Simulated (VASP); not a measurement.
A run of VASP 6.6.1 is set up as follows.

INCAR

```
SYSTEM = Ag
  ALGO = Normal
  EDIFF = 1E-6
  ENCUT = 500
  GGA = PS
  GGA_COMPAT = .False.
  ISIF = 2
  ISMEAR = -1
  LASPH = .True.
  LCHARG = .False.
  LREAL = .False.
  LWAVE = .False.
  NBANDS = 18
  NELM = 120
  PREC = Accurate
  SIGMA = 0.1
```

Contents of KPOINTS:

```
k-points
0
Gamma
  16 16 8
  0 0 0
```

The input POSCAR:

```
Ag
1.0
   -1.9656855532      1.6172947411      1.4424003501
    1.6172947411     -1.9656855532      1.4424003501
    3.7343273834      3.7343273834     -2.0804787606
Ag
2
Direct
    0.9585787652      0.0414212348      1.0000000000
    0.7914212348      0.2085787652      0.5000000000
```

Potentials or basis: VASP PAW PBE potentials, release 64 (Ag).

Launch:

```sh
$ cat potpaw_PBE.64/Ag/POTCAR > POTCAR
$ mpirun -np 1 vasp_std > vasp.out
```

(1) What does it give for the band gap on the k mesh?

(2) What does it give for the pressure?

Results:

(1) zero (bands 11 and 12 overlap by 6.83 eV).

(2) -7.2 GPa.

Caveat: the cell stands under tension; the PAW data sets were made with another functional, which shifts forces and pressure a little.
